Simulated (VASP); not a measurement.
# AlN (F-43m) in VASP: further runs

Runs on AlN. Level: PBE. Tasks: relaxation of cell and atoms, single point.

Program: VASP 6.6.1. These are calculated values, not measurements. Logs are shortened: lines on timing, memory, paths and dates and some standing lists are left out, and cuts for length are marked.

### 1 The cell of the first run

The structure is cubic, space group F-43m (No. 216). Conventional cell: a = 4.403 Å, b = 4.403 Å, c = 4.403 Å, α = 90.00°, β = 90.00°, γ = 90.00°. Al (site symmetry -43m) has 4 N at 1.91 Å within 2.5 Å. Within 2.5 Å of N (site symmetry -43m) lie 4 Al at 1.91 Å.

### 2 Relaxation of cell and atoms, PBE, target pressure 50 GPa, at which the enthalpy is minimised

INCAR reads:

```
SYSTEM = AlN
  PREC = Accurate
  ENCUT = 600
  EDIFF = 1E-7
  ISMEAR = 0
  SIGMA = 0.01
  LREAL = .FALSE.
  LASPH = .TRUE.
  NELM = 120
  ALGO = Normal
  ISIF = 3
  LWAVE = .FALSE.
  LCHARG = .FALSE.
  GGA = PE
  IBRION = 2
  NSW = 80
  EDIFFG = -0.001
  PSTRESS = 500.0
  GGA_COMPAT = .FALSE.
  NELMIN = 4
```

KPOINTS reads:

```
regular mesh
0
G
  10 10 10
  0 0 0
```

POSCAR reads:

```
AlN
1.0
    0.0000000000      2.2015871054      2.2015871054
    2.2015871054      0.0000000000      2.2015871054
    2.2015871054      2.2015871054      0.0000000000
Al N
1 1
Direct
    0.0000000000      0.0000000000      0.0000000000
    0.7500000000      0.7500000000      0.7500000000
```

Potentials or basis: VASP PAW PBE potentials, release 64 (Al, N).

Run with:

```bash
$ cat potpaw_PBE.64/Al/POTCAR potpaw_PBE.64/N/POTCAR > POTCAR
$ mpirun -np 1 vasp_std > vasp.out
```

OUTCAR:

```text
SYSTEM = AlN
   PREC = Accurate
   ENCUT = 600
   EDIFF = 1E-7
   ISMEAR = 0
   LREAL = .FALSE.
   LASPH = .TRUE.
   NELM = 120
   ISIF = 3
   GGA = PE
   IBRION = 2
   NSW = 80
   EDIFFG = -0.001
   PSTRESS = 500.0
   NELMIN = 4

 ion  position               nearest neighbor table
   1  0.000  0.000  0.000-   2 1.91   2 1.91   2 1.91   2 1.91
   2  0.750  0.750  0.750-   1 1.91   1 1.91   1 1.91   1 1.91

  LATTYP: Found a face centered cubic cell.
 ALAT       =     4.4031742108

  Lattice vectors:

 A1 = (   0.0000000000,   2.2015871054,   2.2015871054)
 A2 = (   2.2015871054,   0.0000000000,   2.2015871054)
 A3 = (   2.2015871054,   2.2015871054,   0.0000000000)

Analysis of symmetry for initial positions (statically):
=====================================================================
 Subroutine PRICEL returns:
 Original cell was already a primitive cell.

 Routine SETGRP: Setting up the symmetry group for a
 face centered cubic supercell.

 Subroutine GETGRP returns: Found 24 space group operations
 (whereof 24 operations were pure point group operations)
 out of a pool of 48 trial point group operations.

The static configuration has the point symmetry T_d .

Analysis of symmetry for dynamics (positions and initial velocities):
=====================================================================
 Subroutine PRICEL returns:
 Original cell was already a primitive cell.

 Routine SETGRP: Setting up the symmetry group for a
 face centered cubic supercell.

 Subroutine GETGRP returns: Found 24 space group operations
 (whereof 24 operations were pure point group operations)
 out of a pool of 48 trial point group operations.

The dynamic configuration has the point symmetry T_d .

 Subroutine INISYM returns: Found 24 space group operations
 (whereof 24 operations are pure point group operations),
 and found     1 'primitive' translations

----------------------------------------------------------------------------------------

                                     Primitive cell

  volume of cell :      21.3421

  direct lattice vectors                    reciprocal lattice vectors
     0.000000000  2.201587105  2.201587105    -0.227108888  0.227108888  0.227108888
     2.201587105  0.000000000  2.201587105     0.227108888 -0.227108888  0.227108888
     2.201587105  2.201587105  0.000000000     0.227108888  0.227108888 -0.227108888

  length of vectors
     3.113514343  3.113514343  3.113514343     0.393364133  0.393364133  0.393364133

  position of ions in fractional coordinates (direct lattice)
     0.000000000  0.000000000  0.000000000
     0.750000000  0.750000000  0.750000000

  ion indices of the primitive-cell ions
   primitive index   ion index
                 1           1
                 2           2

----------------------------------------------------------------------------------------

 KPOINTS: regular mesh

Automatic generation of k-mesh.
 Grid dimensions read from file:
 generate k-points for:   10   10   10

 Generating k-lattice:

  Cartesian coordinates                     Fractional coordinates (reciprocal lattice)
    -0.022710889  0.022710889  0.022710889     0.100000000  0.000000000  0.000000000
     0.022710889 -0.022710889  0.022710889     0.000000000  0.100000000  0.000000000
     0.022710889  0.022710889 -0.022710889     0.000000000  0.000000000  0.100000000

  Length of vectors
     0.039336413  0.039336413  0.039336413

  Shift w.r.t. Gamma in fractional coordinates (k-lattice)
     0.000000000  0.000000000  0.000000000

 Subroutine IBZKPT returns following result:
 ===========================================

 Found     47 irreducible k-points:

 Following reciprocal coordinates:
            Coordinates               Weight
  0.000000  0.000000  0.000000      1.000000
  0.100000  0.000000  0.000000      8.000000
  0.200000  0.000000  0.000000      8.000000
  0.300000  0.000000  0.000000      8.000000
  0.400000  0.000000  0.000000      8.000000
  0.500000  0.000000  0.000000      4.000000
[... 16 lines left out ...]
  0.300000  0.300000  0.000000      6.000000
  0.400000  0.300000  0.000000     24.000000
 [... further k-points ...]
   k-points           NKPTS =     47   k-points in BZ     NKDIM =     47   number of bands    NBANDS=      8
   number of dos      NEDOS =    301   number of ions     NIONS =      2
   total plane-waves  NPLWV =  21952
   dimension x,y,z NGX =    28 NGY =   28 NGZ =   28
   dimension x,y,z NGXF=    56 NGYF=   56 NGZF=   56
   ions per type =               1   1
   NGX,Y,Z   is equivalent  to a cutoff of  14.95, 14.95, 14.95 a.u.
   NGXF,Y,Z  is equivalent  to a cutoff of  29.90, 29.90, 29.90 a.u.
 SYSTEM =  AlN
   PREC   = accura    normal or accurate (medium, high low for compatibility)
   ISTART =      0    job   : 0-new  1-cont  2-samecut
   ICHARG =      2    charge: 1-file 2-atom 10-const
   ISPIN  =      1    spin polarized calculation?
   LNONCOLLINEAR =      F non collinear calculations
   LSORBIT =      F    spin-orbit coupling
   LASPH  =      T    aspherical Exc in radial PAW
   ENCUT  =  600.0 eV  44.10 Ry    6.64 a.u.   6.22  6.22  6.22*2*pi/ulx,y,z
   NELM   =    120;   NELMIN=  4; NELMDL= -5     # of ELM steps
   EDIFF  = 0.1E-06   stopping-criterion for ELM
   LREAL  =      F    real-space projection
   EDIFFG = -.1E-02   stopping-criterion for IOM
   NSW    =     80    number of steps for IOM
   IBRION =      2    ionic relax: 0-MD 1-quasi-New 2-CG
   NFREE  =      1    steps in history (QN), initial steepest desc. (CG)
   ISIF   =      3    stress and relaxation
   ISYM   =      2    0-nonsym 1-usesym 2-fastsym
   POTIM  = 0.5000    time-step for ionic-motion
   TEBEG  =    0.0;   TEEND  =   0.0 temperature during run
   PSTRESS=  500.0 pullay stress
   NELECT =       8.0000    total number of electrons
   NUPDOWN=      -1.0000    fix difference up-down
   EMIN   =  10.00;   EMAX   =-10.00  energy-range for DOS
   EFERMI =   0.00;   METHOD = LEGACY
   ISMEAR =     0;   SIGMA  =   0.01  broadening in eV -4-tet -1-fermi 0-gaus
   EFERMI_NEDOS =   21; number of points for ismear=-14 and -15
   IALGO  =     38    algorithm
   IMIX   =      4    mixing-type and parameters
     AMIX     =   0.40;   BMIX     =  1.00
     AMIX_MAG =   1.60;   BMIX_MAG =  1.00
  volume/ion in A,a.u.               =      10.67        72.01
  Fermi-wavevector in a.u.,A,eV,Ry     =   1.180390  2.230614 18.957286  1.393321
  Thomas-Fermi vector in A             =   2.316684
   LORBIT       =      0    0 simple, 1 ext, 2 COOP (PROOUT), +10 PAW based schemes
   GGA     = PE    functional components
   LHFCALC =     F    Hartree Fock is set to
   AEXX    =    0.0000 exact exchange contribution
   IVDW    =     0    specifies the selected vdW correction
   LEPSILON=     F    determine dielectric tensor
   LRPA    =     F    only Hartree local field effects (RPA)
 conjugate gradient relaxation of ions
 non-spin polarized calculation
 Gauss-broadening in eV      SIGMA  =   0.01
  energy-cutoff  :      600.00
  volume of cell :       21.34
 maximum number of plane-waves:       728
 NGX is ok and might be reduce to    28
   NGX = 13   NGY = 13   NGZ = 13

--------------------------------------- Ionic step        1  -------------------------------------------

 number of electron       8.0000000 magnetization

 Free energy of the ion-electron system (eV)
  ---------------------------------------------------
  ext. energy  EPLUGINS =         0.00000000
  ---------------------------------------------------
  free energy    TOTEN  =       -14.84892102 eV

  energy without entropy =      -14.84892102  energy(sigma->0) =      -14.84892102

------------------------ aborting loop because EDIFF is reached ----------------------------------------

  FORCE on cell =-STRESS in cart. coord.  units (eV):
  Direction    XX          YY          ZZ          XY          YZ          ZX
  --------------------------------------------------------------------------------------
  -------------------------------------------------------------------------------------
  Total       -0.0522846     -0.0522846     -0.0522846     -0.0000000      0.0000000     -0.0000000
  in kB       -3.9250659     -3.9250659     -3.9250659     -0.0000000      0.0000000     -0.0000000
  external PRESSURE =    -503.9250659 kB  Pullay stress =     500.0000000 kB
[... 23 lines left out ...]
  enthalpy is  TOTEN    =        -8.1885712612 eV   P V=        6.6603497624

--------------------------------------- Ionic step        2  -------------------------------------------

 number of electron       8.0000000 magnetization

 E-fermi :  12.0481     XC(G=0): -13.3521

 val. band max:       11.9202724687   @ k =  -0.1000   0.1000   0.0000
 cond. band min:      15.2539733964   @ k =   0.5000   0.5000   0.0000
 fundamental gap:      3.3337009277
 Fermi energy:        12.0481133374

 k-point     1 :       0.0000    0.0000    0.0000
  band No.  band energies     occupation
      1      -6.5573      2.00000
      2      11.8723      2.00000
      3      11.8723      2.00000
      4      11.8723      2.00000
      5      21.4115      0.00000
      6      30.3377      0.00000
      7      30.3377      0.00000
      8      30.3377      0.00000
[... 364 lines left out ...]
  enthalpy is  TOTEN    =        -8.8268884360 eV   P V=        5.5780755649

--------------------------------------- Ionic step        5  -------------------------------------------

 number of electron       8.0000000 magnetization

 Free energy of the ion-electron system (eV)
  ---------------------------------------------------
  ext. energy  EPLUGINS =         0.00000000
  ---------------------------------------------------
  free energy    TOTEN  =       -14.37550028 eV

  energy without entropy =      -14.37550028  energy(sigma->0) =      -14.37550028

 E-fermi :   7.6521     XC(G=0): -11.6462

 val. band max:        7.5685961082   @ k =   0.0000   0.0000   0.0000
 cond. band min:      10.9516509467   @ k =   0.5000   0.5000   0.0000
 fundamental gap:      3.3830548386
 Fermi energy:         7.6521009964

 k-point     1 :       0.0000    0.0000    0.0000
  band No.  band energies     occupation
      1      -8.3878      2.00000
      2       7.5686      2.00000
      3       7.5686      2.00000
      4       7.5686      2.00000
      5      13.2497      0.00000
      6      21.7855      0.00000
      7      21.7855      0.00000
      8      21.7855      0.00000
[... 282 lines left out ...]
  FREE ENERGIE OF THE ION-ELECTRON SYSTEM (eV)
  ---------------------------------------------------
  free  energy   TOTEN  =       -14.3755002765 eV

  energy  without entropy=      -14.3755002765  energy(sigma->0) =      -14.37550028

  enthalpy is  TOTEN    =        -8.8274921781 eV   P V=        5.5480080984

 reached required accuracy - stopping structural energy minimisation
```

Wall time 23 s (1 thread of Intel Xeon Platinum 8488C (Sapphire Rapids), shared host); peak memory 0.16 GiB.

Results:

* Free energy: -14.3755 eV
* Relaxed volume: 8.89 Å³/atom
* Relaxed cell: a = 2.930 Å, b = 2.930 Å, c = 2.930 Å, α = 60.00°, β = 60.00°, γ = 60.00°
* Space group after relaxing (to 0.05 Å): F-43m (No. 216)
* Energy change on relaxing (the enthalpy is what falls): +236.7 meV/atom
* Ionic steps: 5
* Pressure after relaxing: 50.0 GPa
* Band gap on the k mesh: 3.38 eV, indirect (least direct gap 5.32 eV)

The path:
```
step  energy change (eV)  largest force (eV/Å)  pressure (GPa)  volume (Å³)
   1              0.0000                0.0000           -0.39        21.34
   2              5.0335                0.0000          282.83        12.56
   3              0.3646                0.0000           42.42        18.16
   4              0.4440                0.0000           48.01        17.87
   5              0.4734                0.0000           50.01        17.78
```

Final structure:
```cif
data_structure
_symmetry_space_group_name_H-M 'P 1'
_symmetry_Int_Tables_number 1
_cell_length_a 2.9295
_cell_length_b 2.9295
_cell_length_c 2.9295
_cell_angle_alpha 60.000
_cell_angle_beta 60.000
_cell_angle_gamma 60.000
_cell_volume 17.78
loop_
_atom_site_label
_atom_site_type_symbol
_atom_site_fract_x
_atom_site_fract_y
_atom_site_fract_z
_atom_site_occupancy
Al1 Al 0.00000 0.00000 0.00000 1
N1 N 0.75000 0.75000 0.75000 1
```

Caveat: the cell is relaxed towards a set pressure, so the enthalpy falls and the energy may rise; the volume moved by over 15 % at a fixed basis, so the end points are rough. A k mesh can miss the band edges.

(Continued in part 2 of 2.)
